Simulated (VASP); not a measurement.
# Ti (P6/mmm) in VASP: further runs

The runs below take Ti through single point, with LDA.

All numbers are computed with VASP 6.6.1; they aren't measurements. Logs are shortened: lines on timing, memory, paths and dates and some standing lists are left out, and cuts for length are marked.

**1. The cell of the first run**

It takes space group P6/mmm (No. 191, hexagonal). The conventional cell has a = 4.454 Å, b = 4.454 Å, c = 2.770 Å, α = 90.00°, β = 90.00°, γ = 120.00°. Ti (site symmetry 6/mmm) has 14 Ti at 2.77 to 2.92 Å within 3.7 Å. Ti (site symmetry -6m2) has 11 Ti at 2.57 to 2.92 Å within 3.4 Å.

**2. Single point, LDA**

INCAR reads:

```
SYSTEM = Ti
PREC = Accurate
ENCUT = 520
EDIFF = 1E-6
ISMEAR = -1
SIGMA = 0.1
LREAL = .FALSE.
LASPH = .TRUE.
NELM = 60
ALGO = Normal
ISIF = 2
LWAVE = .FALSE.
LCHARG = .TRUE.
LELF = .TRUE.
LVHAR = .TRUE.
NBANDS = 25
```

KPOINTS reads:

```
Automatic mesh
0
G
  8 8 11
  0 0 0
```

POSCAR reads:

```
Ti
1.0
    4.4537085845      0.0000000000      0.0000000000
   -2.2268542923      3.8570247752      0.0000000000
    0.0000000000      0.0000000000      2.7697872733
Ti
3
Direct
    0.0000000000      1.0000000000      0.0000000000
    0.3333333333      0.6666666667      0.5000000000
    0.6666666667      0.3333333333      0.5000000000
```

Potentials or basis: VASP PAW LDA potentials, release 64 (Ti_sv).

The run is started by

```sh
$ cat potpaw_LDA.64/Ti_sv/POTCAR > POTCAR
$ mpirun -np 1 vasp_std > vasp.out
```

OUTCAR:

```text
SYSTEM = Ti
   PREC = Accurate
   ENCUT = 520
   EDIFF = 1E-6
   ISMEAR = -1
   LREAL = .FALSE.
   LASPH = .TRUE.
   NELM = 60
   ISIF = 2

 ion  position               nearest neighbor table
   1  0.000  0.000  0.000-   2 2.92   3 2.92   2 2.92   3 2.92   2 2.92   2 2.92   3 2.92   3 2.92
                             3 2.92   3 2.92   2 2.92   2 2.92
   2  0.333  0.667  0.500-   3 2.57   3 2.57   3 2.57   1 2.92   1 2.92   1 2.92   1 2.92   1 2.92
                             1 2.92
   3  0.667  0.333  0.500-   2 2.57   2 2.57   2 2.57   1 2.92   1 2.92   1 2.92   1 2.92   1 2.92
                             1 2.92

  LATTYP: Found a hexagonal cell.
 ALAT       =     4.4537085845
 C/A-ratio  =     0.6219058164

  Lattice vectors:

 A1 = (   4.4537085845,   0.0000000000,   0.0000000000)
 A2 = (  -2.2268542923,   3.8570247752,   0.0000000000)
 A3 = (   0.0000000000,   0.0000000000,   2.7697872733)

Analysis of symmetry for initial positions (statically):
=====================================================================
 Subroutine PRICEL returns:
 Original cell was already a primitive cell.

 Routine SETGRP: Setting up the symmetry group for a
 hexagonal supercell.

 Subroutine GETGRP returns: Found 24 space group operations
 (whereof 24 operations were pure point group operations)
 out of a pool of 24 trial point group operations.

The static configuration has the point symmetry D_6h.

Analysis of symmetry for dynamics (positions and initial velocities):
=====================================================================
 Subroutine PRICEL returns:
 Original cell was already a primitive cell.

 Routine SETGRP: Setting up the symmetry group for a
 hexagonal supercell.

 Subroutine GETGRP returns: Found 24 space group operations
 (whereof 24 operations were pure point group operations)
 out of a pool of 24 trial point group operations.

The dynamic configuration has the point symmetry D_6h.

 Subroutine INISYM returns: Found 24 space group operations
 (whereof 24 operations are pure point group operations),
 and found     1 'primitive' translations

----------------------------------------------------------------------------------------

                                     Primitive cell

  volume of cell :      47.5796

  direct lattice vectors                    reciprocal lattice vectors
     4.453708585  0.000000000  0.000000000     0.224531978  0.129633598  0.000000000
    -2.226854292  3.857024775  0.000000000     0.000000000  0.259267196  0.000000000
     0.000000000  0.000000000  2.769787273     0.000000000  0.000000000  0.361038557

  length of vectors
     4.453708585  4.453708584  2.769787273     0.259267196  0.259267196  0.361038557

  position of ions in fractional coordinates (direct lattice)
     0.000000000  0.000000000  0.000000000
     0.333333333  0.666666667  0.500000000
     0.666666667  0.333333333  0.500000000

  ion indices of the primitive-cell ions
   primitive index   ion index
                 1           1
                 2           2
                 3           3

----------------------------------------------------------------------------------------

 KPOINTS: Automatic mesh

Automatic generation of k-mesh.
 Grid dimensions read from file:
 generate k-points for:    8    8   11

 Generating k-lattice:

  Cartesian coordinates                     Fractional coordinates (reciprocal lattice)
     0.028066497  0.016204200  0.000000000     0.125000000  0.000000000  0.000000000
     0.000000000  0.032408400  0.000000000     0.000000000  0.125000000  0.000000000
     0.000000000  0.000000000  0.032821687     0.000000000  0.000000000  0.090909091

  Length of vectors
     0.032408400  0.032408400  0.032821687

  Shift w.r.t. Gamma in fractional coordinates (k-lattice)
     0.000000000  0.000000000  0.000000000

 Subroutine IBZKPT returns following result:
 ===========================================

 Found     60 irreducible k-points:

 Following reciprocal coordinates:
            Coordinates               Weight
  0.000000  0.000000  0.000000      1.000000
  0.125000 -0.000000  0.000000      6.000000
  0.250000 -0.000000  0.000000      6.000000
  0.375000 -0.000000  0.000000      6.000000
  0.500000 -0.000000  0.000000      3.000000
  0.125000  0.125000  0.000000      6.000000
[... 16 lines left out ...]
  0.250000 -0.000000  0.181818     12.000000
  0.375000 -0.000000  0.181818     12.000000
 [... further k-points ...]
   k-points           NKPTS =     60   k-points in BZ     NKDIM =     60   number of bands    NBANDS=     25
   number of dos      NEDOS =    301   number of ions     NIONS =      3
   total plane-waves  NPLWV =  31104
   dimension x,y,z NGX =    36 NGY =   36 NGZ =   24
   dimension x,y,z NGXF=    72 NGYF=   72 NGZF=   48
   ions per type =               3
   NGX,Y,Z   is equivalent  to a cutoff of  13.44, 13.44, 14.41 a.u.
   NGXF,Y,Z  is equivalent  to a cutoff of  26.88, 26.88, 28.81 a.u.
 SYSTEM =  Ti
   PREC   = accura    normal or accurate (medium, high low for compatibility)
   ISTART =      0    job   : 0-new  1-cont  2-samecut
   ICHARG =      2    charge: 1-file 2-atom 10-const
   ISPIN  =      1    spin polarized calculation?
   LNONCOLLINEAR =      F non collinear calculations
   LSORBIT =      F    spin-orbit coupling
   LASPH  =      T    aspherical Exc in radial PAW
   ENCUT  =  520.0 eV  38.22 Ry    6.18 a.u.   8.28  8.28  5.15*2*pi/ulx,y,z
   NELM   =     60;   NELMIN=  2; NELMDL= -5     # of ELM steps
   EDIFF  = 0.1E-05   stopping-criterion for ELM
   LREAL  =      F    real-space projection
   EDIFFG = 0.1E-04   stopping-criterion for IOM
   NSW    =      0    number of steps for IOM
   IBRION =     -1    ionic relax: 0-MD 1-quasi-New 2-CG
   NFREE  =      0    steps in history (QN), initial steepest desc. (CG)
   ISIF   =      2    stress and relaxation
   ISYM   =      2    0-nonsym 1-usesym 2-fastsym
   POTIM  = 0.5000    time-step for ionic-motion
   TEBEG  =    0.0;   TEEND  =   0.0 temperature during run
   PSTRESS=    0.0 pullay stress
   NELECT =      36.0000    total number of electrons
   NUPDOWN=      -1.0000    fix difference up-down
   EMIN   =  10.00;   EMAX   =-10.00  energy-range for DOS
   EFERMI =   0.00;   METHOD = LEGACY
   ISMEAR =    -1;   SIGMA  =   0.10  broadening in eV -4-tet -1-fermi 0-gaus
   EFERMI_NEDOS =   21; number of points for ismear=-14 and -15
   IALGO  =     38    algorithm
   IMIX   =      4    mixing-type and parameters
     AMIX     =   0.40;   BMIX     =  1.00
     AMIX_MAG =   1.60;   BMIX_MAG =  1.00
  volume/ion in A,a.u.               =      15.86       107.03
  Fermi-wavevector in a.u.,A,eV,Ry     =   1.491771  2.819038 30.278137  2.225380
  Thomas-Fermi vector in A             =   2.604384
   LORBIT       =      0    0 simple, 1 ext, 2 COOP (PROOUT), +10 PAW based schemes
   GGA     = CA    functional components
   LHFCALC =     F    Hartree Fock is set to
   AEXX    =    0.0000 exact exchange contribution
   IVDW    =     0    specifies the selected vdW correction
   LEPSILON=     F    determine dielectric tensor
   LRPA    =     F    only Hartree local field effects (RPA)
 non-spin polarized calculation
  energy-cutoff  :      520.00
  volume of cell :       47.58
 maximum number of plane-waves:      1297
 NGX is ok and might be reduce to    36
   NGX = 17   NGY = 17   NGZ = 11

 number of electron      36.0000006 magnetization

 Free energy of the ion-electron system (eV)
  ---------------------------------------------------
  ext. energy  EPLUGINS =         0.00000000
  ---------------------------------------------------
  free energy    TOTEN  =       -25.76816740 eV

  energy without entropy =      -25.66861665  energy(sigma->0) =      -25.71839203

 E-fermi :   8.9485     XC(G=0): -12.2253

 val. band max:        8.8924666271   @ k =   0.3750   0.1250   0.0909
 cond. band min:       8.9596279476   @ k =   0.3750  -0.0000   0.0000
 fundamental gap:      0.0671613205
 Fermi energy:         8.9484543237

 k-point     1 :       0.0000    0.0000    0.0000
  band No.  band energies     occupation
      1     -47.0649      2.00000
      2     -46.8183      2.00000
      3     -46.6028      2.00000
      4     -23.7913      2.00000
      5     -23.7913      2.00000
      6     -23.7602      2.00000
[... 17 lines left out ...]
     24      10.8772      0.00000
     25      10.9560      0.00000

 k-point     2 :       0.1250   -0.0000    0.0000
  band No.  band energies     occupation
      1     -47.0598      2.00000
      2     -46.8152      2.00000
      3     -46.6114      2.00000
      4     -23.8876      2.00000
      5     -23.8656      2.00000
      6     -23.6611      2.00000
[... 17 lines left out ...]
     24      10.6002      0.00000
     25      11.3414      0.00000

 k-point     3 :       0.2500   -0.0000    0.0000
  band No.  band energies     occupation
      1     -47.0477      2.00000
      2     -46.8045      2.00000
      3     -46.6353      2.00000
      4     -23.9794      2.00000
      5     -23.8820      2.00000
      6     -23.5622      2.00000
[... 17 lines left out ...]
     24      10.8839      0.00000
     25      11.7660      0.00000

 k-point     4 :       0.3750   -0.0000    0.0000
  band No.  band energies     occupation
      1     -47.0361      2.00000
      2     -46.7856      2.00000
      3     -46.6669      2.00000
      4     -24.0402      2.00000
      5     -23.8228      2.00000
      6     -23.5277      2.00000
[... 17 lines left out ...]
     24      11.4265      0.00000
     25      11.6178      0.00000
[... 477 lines left out ...]
 k-point    22 :       0.1250   -0.0000    0.1818
  band No.  band energies     occupation
      1     -47.0303      2.00000
      2     -46.8008      2.00000
      3     -46.5906      2.00000
      4     -23.8405      2.00000
      5     -23.8236      2.00000
      6     -23.6470      2.00000
[... 17 lines left out ...]
     24      10.6305      0.00000
     25      11.6861      0.00000

 k-point    23 :       0.2500   -0.0000    0.1818
  band No.  band energies     occupation
      1     -47.0212      2.00000
      2     -46.7871      2.00000
      3     -46.6144      2.00000
      4     -23.9222      2.00000
      5     -23.8467      2.00000
      6     -23.5659      2.00000
[... 17 lines left out ...]
     24      10.8348      0.00000
     25      12.0110      0.00000

 k-point    24 :       0.3750   -0.0000    0.1818
  band No.  band energies     occupation
      1     -47.0127      2.00000
      2     -46.7650      2.00000
      3     -46.6459      2.00000
      4     -23.9767      2.00000
      5     -23.8084      2.00000
      6     -23.5879      2.00000
[... 17 lines left out ...]
     24      11.2659      0.00000
     25      11.6676      0.00000

 [... further k-points ...]
[... 5 lines left out ...]
  --------------------------------------------------------------------------------------
  -------------------------------------------------------------------------------------
  Total       -0.0373257     -0.0373257     -0.0419010      0.0000000      0.0000000      0.0000000
  in kB       -1.2568934     -1.2568934     -1.4109604      0.0000000      0.0000000      0.0000000
  external PRESSURE =      -1.3082490 kB  Pullay stress =       0.0000000 kB

 VOLUME and BASIS-vectors are now :
 -----------------------------------------------------------------------------
  energy-cutoff  :      520.00
  volume of cell :       47.58
      direct lattice vectors                 reciprocal lattice vectors
     4.453708585  0.000000000  0.000000000     0.224531978  0.129633598  0.000000000
    -2.226854292  3.857024775  0.000000000     0.000000000  0.259267196  0.000000000
     0.000000000  0.000000000  2.769787273     0.000000000  0.000000000  0.361038557

 POSITION                                       TOTAL-FORCE (eV/Angst)
 -----------------------------------------------------------------------------------
      0.00000      0.00000      0.00000        -0.000000      0.000000      0.000000
     -0.00000      2.57135      1.38489         0.000000     -0.000000     -0.000000
      2.22685      1.28567      1.38489        -0.000000      0.000000      0.000000
 -----------------------------------------------------------------------------------
    total drift:                                0.000000      0.000000     -0.000000

  FREE ENERGIE OF THE ION-ELECTRON SYSTEM (eV)
  ---------------------------------------------------
  free  energy   TOTEN  =       -25.7681674039 eV

  energy  without entropy=      -25.6686166483  energy(sigma->0) =      -25.71839203
```

Run time: 32 s. Hardware: 1 thread of Intel Xeon 6975P-C (Granite Rapids), shared host; peak memory 0.18 GiB.

What came out:

| Quantity | Value |
| --- | --- |
| Free energy | -25.7682 eV |
| Pressure | -0.1 GPa |
| Band gap on the k mesh | zero (band 18 reaches 9.22 eV, above the bottom of band 19 at 8.83 eV) |

Levels at points of the mesh, in eV from the Fermi level:
```
           k point  band 16  band 17  band 18  band 19  band 20  band 21
(0.00, 0.00, 0.00)    -0.67    -0.56    -0.56     0.02     0.74     1.38
(0.50, 0.00, 0.00)    -0.48    -0.46    -0.39     0.05     0.60     1.04
```

**3. Single point, LDA (volume scaled by 0.88)**

INCAR reads:

```
SYSTEM = Ti
ALGO     = Normal         ! electronic algorithm
EDIFF    = 1E-6           ! SCF threshold, eV
ENCUT    = 520            ! plane-wave cutoff, eV
ISIF     = 2              ! what is computed and relaxed
ISMEAR   = -1             ! smearing method
LASPH    = .True.         ! aspherical terms in the spheres
LCHARG   = .False.        ! write CHGCAR
LREAL    = .False.        ! projectors in reciprocal space
LWAVE    = .False.        ! write WAVECAR
NBANDS   = 25             ! bands
NELM     = 60             ! most SCF steps
PREC     = Accurate       ! precision mode
SIGMA    = 0.1            ! smearing width, eV
```

KPOINTS reads:

```
k-points
0
Gamma
  9 9 13
  0 0 0
```

POSCAR reads:

```
Ti
1.0
    4.2679175499      0.0000000000      0.0000000000
   -2.1339587749      3.6961250195      0.0000000000
    0.0000000000      0.0000000000      2.6542427483
Ti
3
Direct
    0.0000000000      1.0000000000      0.0000000000
    0.3333333333      0.6666666667      0.5000000000
    0.6666666667      0.3333333333      0.5000000000
```

Potentials or basis: VASP PAW LDA potentials, release 64 (Ti_sv).

The run is started by

```sh
$ cat potpaw_LDA.64/Ti_sv/POTCAR > POTCAR
$ mpirun -np 1 vasp_std > vasp.out
```

It took 31 s on 1 thread of Intel Xeon 6975P-C (Granite Rapids), shared host; peak memory 0.18 GiB.

The run converged. Its results:

```yaml
Free_energy: -25.4441 eV
Pressure: 20.1 GPa
Band_gap_on_the_k_mesh: zero (band 18 reaches 10.81 eV, above the bottom of band 19 at 10.30 eV)
```

Stress tensor (GPa, compression positive):
```
19.67  0.00  0.00
 0.00 19.67  0.00
 0.00  0.00 20.87
```

Levels at points of the mesh, in eV from the Fermi level:
```tsv
k point	band 15	band 16	band 17	band 18	band 19	band 20	band 21	band 22
(0.00, 0.00, 0.00)	-0.66	-0.66	-0.55	-0.55	0.04	0.81	1.54	1.54
```
